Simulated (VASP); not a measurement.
# LiF (P6_3mc) in VASP: a series of runs, part 3 of 3

VASP 6.6.1.

## (5) Single point, LDA (8.67 Å³/atom)

This run uses another cell than the first one, of 8.67 Å³/atom.

INCAR reads:

```
SYSTEM = LiF
  PREC = Accurate
  ENCUT = 520
  EDIFF = 1E-6
  ISMEAR = 0
  SIGMA = 0.05
  LREAL = .False.
  LASPH = .True.
  NELM = 80
  ALGO = Normal
  ISIF = 2
  LWAVE = .False.
  LCHARG = .False.
  GGA = CA
  NBANDS = 18
```

KPOINTS reads:

```
regular mesh
0
Gamma
  9 9 6
  0 0 0
```

POSCAR reads:

```
LiF
1.0
    3.0363866594      0.0000000000      0.0000000000
   -1.5181933297      2.6295879827      0.0000000000
    0.0000000000      0.0000000000      4.3429438389
Li F
2 2
Direct
    0.3333333333      0.6666666667      0.3839784076
    0.6666666667      0.3333333333      0.8839784076
    0.3333333333      0.6666666667      0.9910195924
    0.6666666667      0.3333333333      0.4910195924
```

Potentials or basis: VASP PAW LDA potentials, release 64 (Li_sv, F).

The run is started by

```console
cat potpaw_LDA.64/Li_sv/POTCAR potpaw_LDA.64/F/POTCAR > POTCAR
mpirun -np 1 vasp_std > vasp.out
```

OUTCAR:

```text
SYSTEM = LiF
   PREC = Accurate
   ENCUT = 520
   EDIFF = 1E-6
   ISMEAR = 0
   LREAL = .False.
   LASPH = .True.
   NELM = 80
   ISIF = 2
   GGA = CA

 ion  position               nearest neighbor table
   1  0.333  0.667  0.384-   3 1.71   4 1.81   4 1.81   4 1.81
   2  0.667  0.333  0.884-   4 1.71   3 1.81   3 1.81   3 1.81
   3  0.333  0.667  0.991-   1 1.71   2 1.81   2 1.81   2 1.81
   4  0.667  0.333  0.491-   2 1.71   1 1.81   1 1.81   1 1.81

  LATTYP: Found a hexagonal cell.
 ALAT       =     3.0363866594
 C/A-ratio  =     1.4303000000

  Lattice vectors:

 A1 = (   3.0363866594,   0.0000000000,   0.0000000000)
 A2 = (  -1.5181933297,   2.6295879827,   0.0000000000)
 A3 = (   0.0000000000,   0.0000000000,   4.3429438389)

Analysis of symmetry for initial positions (statically):
=====================================================================
 Subroutine PRICEL returns:
 Original cell was already a primitive cell.

 Routine SETGRP: Setting up the symmetry group for a
 hexagonal supercell.

 Subroutine GETGRP returns: Found 12 space group operations
 (whereof  6 operations were pure point group operations)
 out of a pool of 24 trial point group operations.

The static configuration has the point symmetry C_3v.
 The point group associated with its full space group is C_6v.

Analysis of symmetry for dynamics (positions and initial velocities):
=====================================================================
 Subroutine PRICEL returns:
 Original cell was already a primitive cell.

 Routine SETGRP: Setting up the symmetry group for a
 hexagonal supercell.

 Subroutine GETGRP returns: Found 12 space group operations
 (whereof  6 operations were pure point group operations)
 out of a pool of 24 trial point group operations.

The dynamic configuration has the point symmetry C_3v.
 The point group associated with its full space group is C_6v.
[... 121 lines left out ...]
   IMIX   =      4    mixing-type and parameters
     AMIX     =   0.40;   BMIX     =  1.00
     AMIX_MAG =   1.60;   BMIX_MAG =  1.00
  volume/ion in A,a.u.               =       8.67        58.50
  Fermi-wavevector in a.u.,A,eV,Ry     =   1.362726  2.575178 25.266315  1.857022
  Thomas-Fermi vector in A             =   2.489191
   LORBIT       =      0    0 simple, 1 ext, 2 COOP (PROOUT), +10 PAW based schemes
   GGA     = CA    functional components
   LHFCALC =     F    Hartree Fock is set to
   AEXX    =    0.0000 exact exchange contribution
   IVDW    =     0    specifies the selected vdW correction
   LEPSILON=     F    determine dielectric tensor
   LRPA    =     F    only Hartree local field effects (RPA)
 non-spin polarized calculation
 Gauss-broadening in eV      SIGMA  =   0.05
  energy-cutoff  :      520.00
  volume of cell :       34.68
 maximum number of plane-waves:       952
 NGX is ok and might be reduce to    24
   NGX = 11   NGY = 11   NGZ = 17

 number of electron      20.0000014 magnetization

 Free energy of the ion-electron system (eV)
  ---------------------------------------------------
  ext. energy  EPLUGINS =         0.00000000
  ---------------------------------------------------
  free energy    TOTEN  =       -20.72347931 eV

  energy without entropy =      -20.72347931  energy(sigma->0) =      -20.72347931

 E-fermi :  -1.5589     XC(G=0): -10.1784

 val. band max:       -1.9479330311   @ k =   0.0000   0.0000   0.0000
 cond. band min:       6.1572243967   @ k =   0.0000   0.0000   0.0000
 fundamental gap:      8.1051574278
 Fermi energy:        -1.5589132382

 k-point     1 :       0.0000    0.0000    0.0000
  band No.  band energies     occupation
      1     -41.1026      2.00000
      2     -40.9914      2.00000
      3     -21.3293      2.00000
      4     -20.9300      2.00000
      5      -4.7697      2.00000
      6      -2.8387      2.00000
[... 481 lines left out ...]
      5      -4.6404      2.00000
      6      -3.6186      2.00000
[... 10 lines left out ...]
     17      17.5303      0.00000
     18      20.2959      0.00000

 [... further k-points ...]

------------------------ aborting loop because EDIFF is reached ----------------------------------------

  FORCE on cell =-STRESS in cart. coord.  units (eV):
  Direction    XX          YY          ZZ          XY          YZ          ZX
  --------------------------------------------------------------------------------------
  -------------------------------------------------------------------------------------
  Total        0.3808553      0.3808553      2.5466498      0.0000000      0.0000000     -0.0000000
  in kB       17.5971183     17.5971183    117.6659522      0.0000000      0.0000000     -0.0000000
  external PRESSURE =      50.9533963 kB  Pullay stress =       0.0000000 kB

 VOLUME and BASIS-vectors are now :
 -----------------------------------------------------------------------------
  energy-cutoff  :      520.00
  volume of cell :       34.68
      direct lattice vectors                 reciprocal lattice vectors
     3.036386659  0.000000000  0.000000000     0.329338820  0.190143856  0.000000000
    -1.518193330  2.629587983  0.000000000     0.000000000  0.380287713  0.000000000
     0.000000000  0.000000000  4.342943839     0.000000000  0.000000000  0.230258561

 POSITION                                       TOTAL-FORCE (eV/Angst)
 -----------------------------------------------------------------------------------
     -0.00000      1.75306      1.66760        -0.000000      0.000000      0.568523
      1.51819      0.87653      3.83907        -0.000000      0.000000      0.568523
     -0.00000      1.75306      4.30394         0.000000     -0.000000     -0.568523
      1.51819      0.87653      2.13247        -0.000000      0.000000     -0.568523
 -----------------------------------------------------------------------------------
    total drift:                               -0.000000     -0.000000     -0.000053

  FREE ENERGIE OF THE ION-ELECTRON SYSTEM (eV)
  ---------------------------------------------------
  free  energy   TOTEN  =       -20.7234793121 eV

  energy  without entropy=      -20.7234793121  energy(sigma->0) =      -20.72347931
```

stdout:

```text
POSCAR found type information on POSCAR LiF
 POSCAR found :  2 types and       4 ions
 scaLAPACK will be used
 LDA part: xc-table for (Slater(with rela. corr.)+CA(PZ))
 , standard interpolation
 POSCAR, INCAR and KPOINTS ok, starting setup
 FFT: planning ... GRIDC
 FFT: planning ... GRID_SOFT
 FFT: planning ... GRID
 WAVECAR not read
 entering main loop
```

Wall time 23 s (1 thread of Intel Xeon 8259CL, shared host); peak memory 0.14 GiB.

What came out:

```
Free energy            : -20.7235 eV
Largest force          : 0.569 eV/Å
Band gap on the k mesh : 8.11 eV
```

Forces in eV/Å, atoms in the order of the input:
```
Li   0.000  0.000  0.569
Li   0.000  0.000  0.569
F    0.000  0.000 -0.569
F    0.000  0.000 -0.569
```

Caveat: the cutoff is under 1.25 times the usual one of these potentials, so pressure, stress and relaxed cells hold a basis-set (Pulay) error; an odd mesh through Γ misses points on the zone boundary, where band edges can lie.

## (6) Single point, LDA (8.67 Å³/atom)

This run uses another cell than the first one, of 8.67 Å³/atom.

INCAR reads:

```
ALGO = Normal ; EDIFF = 1E-6
ENCUT = 520 ; GGA = CA
ISIF = 2 ; ISMEAR = 0
LASPH = T ; LCHARG = F
LREAL = F ; LWAVE = F
NBANDS = 18 ; NELM = 60
PREC = Accurate ; SIGMA = 0.05
```

KPOINTS reads:

```
k-points
0
Gamma
  9 9 6
```

POSCAR reads:

```
LiF
1.0
    2.9880110668      0.0000000000      0.0000000000
   -1.4940055334      2.5876934907      0.0000000000
    0.0000000000      0.0000000000      4.4847058102
Li F
2 2
Direct
    0.3333333333      0.6666666667      0.3839784076
    0.6666666667      0.3333333333      0.8839784076
    0.3333333333      0.6666666667      0.9910195924
    0.6666666667      0.3333333333      0.4910195924
```

Potentials or basis: VASP PAW LDA potentials, release 64 (Li_sv, F).

The run is started by

```console
cat potpaw_LDA.64/Li_sv/POTCAR potpaw_LDA.64/F/POTCAR > POTCAR
mpirun -np 1 vasp_std > vasp.out
```

Wall time 30 s (1 thread of Intel Xeon 8259CL, shared host); peak memory 0.15 GiB.

The run converged. Its results:

- Free energy: -20.7676 eV
- Largest force: 0.181 eV/Å
- Band gap on the k mesh: 8.17 eV

Forces on the atoms (eV/Å):
```
Li   0.000  0.000  0.181
Li   0.000  0.000  0.181
F    0.000  0.000 -0.181
F    0.000  0.000 -0.181
```

Levels at points of the mesh, in eV from the valence-band top:
```csv
k point,band 6,band 7,band 8,band 9,band 10,band 11,band 12,band 13,band 14,band 15
"(0.00, 0.00, 0.00)",-0.76,-0.76,-0.29,-0.29,0.00,8.17,12.81,16.46,18.65,18.65
"(0.00, 0.00, 0.50)",-1.44,-0.52,-0.52,-0.52,-0.52,10.00,10.00,18.66,18.66,18.96
```

Caveat: the cutoff is under 1.25 times the usual one of these potentials, so pressure, stress and relaxed cells hold a basis-set (Pulay) error; an odd mesh through Γ misses points on the zone boundary, where band edges can lie.

## (7) Single point, LDA (10.74 Å³/atom)

This run uses another cell than the first one, of 10.74 Å³/atom.

INCAR reads:

```
ALGO = Normal
EDIFF = 1E-7
ENCUT = 520
ISIF = 2
ISMEAR = 0
LASPH = T
LCHARG = F
LREAL = F
LWAVE = F
NBANDS = 18
NELM = 100
PREC = Accurate
SIGMA = 0.05
```

KPOINTS is that of step 6.

POSCAR reads:

```
LiF
1.0
    3.2353356392      0.0000000000      0.0000000000
   -1.6176678196      2.8018828533      0.0000000000
    0.0000000000      0.0000000000      4.7404137786
Li F
2 2
Direct
    0.3333333333      0.6666666667      0.3839784076
    0.6666666667      0.3333333333      0.8839784076
    0.3333333333      0.6666666667      0.9910195924
    0.6666666667      0.3333333333      0.4910195924
```

The run is started by

```console
cat potpaw_LDA.64/Li_sv/POTCAR potpaw_LDA.64/F/POTCAR > POTCAR
mpirun -np 1 vasp_std > vasp.out
```

Wall time 34 s (1 thread of Intel Xeon 8259CL, shared host); peak memory 0.15 GiB.

Results (log left out):

```
Free energy            : -20.6505 eV
Largest force          : 0.092 eV/Å
Band gap on the k mesh : 7.01 eV
```

Forces in eV/Å, atoms in the order of the input:
```
Li   0.000  0.000  0.092
Li   0.000  0.000  0.092
F    0.000  0.000 -0.092
F    0.000  0.000 -0.092
```

Levels at points of the mesh, in eV from the valence-band top:
```tsv
k point	band 7	band 8	band 9	band 10	band 11	band 12	band 13	band 14
(0.00, 0.00, 0.00)	-0.61	-0.23	-0.23	0.00	7.01	11.51	14.47	16.92
(0.00, 0.00, 0.50)	-0.42	-0.42	-0.42	-0.42	8.74	8.74	17.00	17.00
```

Caveat: the cutoff is under 1.25 times the usual one of these potentials, so pressure, stress and relaxed cells hold a basis-set (Pulay) error; an odd mesh through Γ misses points on the zone boundary, where band edges can lie.

## (8) The runs side by side

| cell | gap on the mesh (eV) | largest force (eV/Å) |
| --- | --- | --- |
| a = 2.977, b = 2.977, c = 4.362 Å, angles 90.0, 90.0, 120.0°, 4 atoms | 8.34 | 0.42 |
| a = 2.883, b = 2.883, c = 4.652 Å, angles 90.0, 90.0, 120.0°, 4 atoms | 8.48 | 0.28 |
| a = 2.940, b = 2.940, c = 4.631 Å, angles 90.0, 90.0, 120.0°, 4 atoms | 8.23 | 0.12 |
| a = 3.036, b = 3.036, c = 4.343 Å, angles 90.0, 90.0, 120.0°, 4 atoms | 8.11 | 0.57 |
| a = 2.988, b = 2.988, c = 4.485 Å, angles 90.0, 90.0, 120.0°, 4 atoms | 8.17 | 0.18 |
| a = 3.235, b = 3.235, c = 4.740 Å, angles 90.0, 90.0, 120.0°, 4 atoms | 7.01 | 0.09 |

Alike in all rows: task single point; level LDA; potentials or basis VASP PAW LDA potentials, release 64 (Li_sv, F); no spin polarisation; k mesh 9 × 9 × 6; cutoff (eV) 520; smearing gaussian 0.05 eV.

Caveats: the cutoff is under 1.25 times the usual one of these potentials, so pressure, stress and relaxed cells hold a basis-set (Pulay) error; an odd mesh through Γ misses points on the zone boundary, where band edges can lie.

Total energies depend on the potentials used, so only differences within one code and one set of settings carry meaning.
